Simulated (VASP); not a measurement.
Input of a VASP 6.6.1 run:

INCAR

```
SYSTEM = Ti3Se
ALGO = Normal
EDIFF = 1E-6
ENCUT = 520
ISIF = 2
ISMEAR = 1
LASPH = .TRUE.
LCHARG = .FALSE.
LREAL = .FALSE.
LWAVE = .FALSE.
NBANDS = 29
NELM = 100
PREC = Accurate
SIGMA = 0.1
```

File KPOINTS:

```
k-points
0
G
  12 12 5
  0 0 0
```

Contents of POSCAR:

```
Ti3Se
1.0
    3.1974500000      0.0000000000      0.0000000000
   -1.5987200000      2.7690700000      0.0000000000
    0.0000000000      0.0000000000      7.9427500000
Ti Se
3 1
Direct
    0.3333333333      0.6666666667      0.2271000000
    0.3333333333      0.6666666667      0.7729000000
    0.6666666667      0.3333333333      0.5000000000
    0.0000000000      0.0000000000      0.0000000000
```

Potentials or basis: VASP PAW LDA potentials, release 64 (Ti_sv, Se).

The run is started by

```sh
$ cat potpaw_LDA.64/Ti_sv/POTCAR potpaw_LDA.64/Se/POTCAR > POTCAR
$ mpirun -np 1 vasp_std > vasp.out
```

**Question.** What does it give for the band gap on the k mesh?

**Answer.** Zero (band 21 reaches 8.25 eV, above the bottom of band 22 at 7.64 eV).

**Question.** Estimate the largest force.

**Answer.** 0.099 eV/Å.

**Question.** What does it give for the pressure?

**Answer.** -7.8 GPa.

Forces on the atoms (eV/Å):
```
Ti   0.000  0.000 -0.099
Ti   0.000  0.000  0.099
Ti   0.000  0.000  0.000
Se   0.000  0.000  0.000
```
